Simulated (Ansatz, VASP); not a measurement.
## C: VASP beside Ansatz

INCAR

```
SYSTEM = C
PREC     = Accurate       ! precision mode
ENCUT    = 600            ! plane-wave cutoff, eV
EDIFF    = 1E-6           ! SCF threshold, eV
ISMEAR   = 0              ! smearing method
SIGMA    = 0.15           ! smearing width, eV
LREAL    = .FALSE.        ! projectors in reciprocal space
LASPH    = .TRUE.         ! aspherical terms in the spheres
NELM     = 120            ! most SCF steps
ALGO     = Normal         ! electronic algorithm
ISIF     = 2              ! what is computed and relaxed
LWAVE    = .FALSE.        ! write WAVECAR
LCHARG   = .FALSE.        ! write CHGCAR
GGA      = PS             ! functional
NBANDS   = 16             ! bands
GGA_COMPAT= .FALSE.
```

The input KPOINTS:

```
Automatic mesh
0
G
  18 18 6
  0 0 0
```

POSCAR

```
C
1.0
    1.2294745828     -2.1290849001      0.0000000000
    1.2294745828      2.1290849001      0.0000000000
    0.0000000000      0.0000000000      7.3778161753
C
4
Direct
   -0.0499058910      0.7034164182      0.7498448039
    0.7165491970      0.6299402758      0.2501553613
    1.0499058910      0.2965835818      0.2501551961
    0.2834508030      0.3700597242      0.7498446387
```

Input for Ansatz:

```yaml
crystal:
  lattice:
    - [1.2294745828, -2.1290849001, 0.0]
    - [1.2294745828, 2.1290849001, 0.0]
    - [0.0, 0.0, 7.3778161753]
  atoms:
    - { symbol: C, position: [-0.049905891, 0.7034164182, 0.7498448039] }
    - { symbol: C, position: [0.716549197, 0.6299402758, 0.2501553613] }
    - { symbol: C, position: [1.049905891, 0.2965835818, 0.2501551961] }
    - { symbol: C, position: [0.283450803, 0.3700597242, 0.7498446387] }
basis:
  ecutwfc: 520.0
kpoints:
  mp_grid: { grid: [18, 18, 6] }
hamiltonian:
  xc: pbesol
  pseudopotentials: { kind: paw, azcp: { folder: soft_1 } }
scf:
  occupations: { method: gaussian, width: 0.15 }
output:
  forces: true
  stress: true
  eigenvalues: true
```

Change from the starting cell: mode 1 frozen in at -0.170 Å and mode 5 at -0.426 Å (largest displacements).

Alike in both runs: task single point; functional PBEsol; k mesh 18 × 18 × 6; occupations gaussian, width 0.15 eV; no spin polarisation.

|  | VASP | Ansatz |
| --- | --- | --- |
| version | VASP 6.6.1 | Ansatz 0.2.0 |
| potentials or method | VASP PAW PBE potentials, release 64 (C), cutoff 600 eV | scalar-relativistic, plane waves, PAW |
| valence electrons in the cell | 16 | 16 |

```csv
,VASP,Ansatz,Ansatz less VASP
pressure (GPa),0.4,0.1,-0.29
"traceless stress, the component that is largest in VASP (GPa)",-0.20,0.37,+0.570
rms of the force components (eV/Å),0.005,0.005,0.0000
```

VASP's potentials were made for PBE, not for PBEsol, and Ansatz warns of the same on its side. Atom by atom the forces differ by 0.000 eV/Å (rms over components).
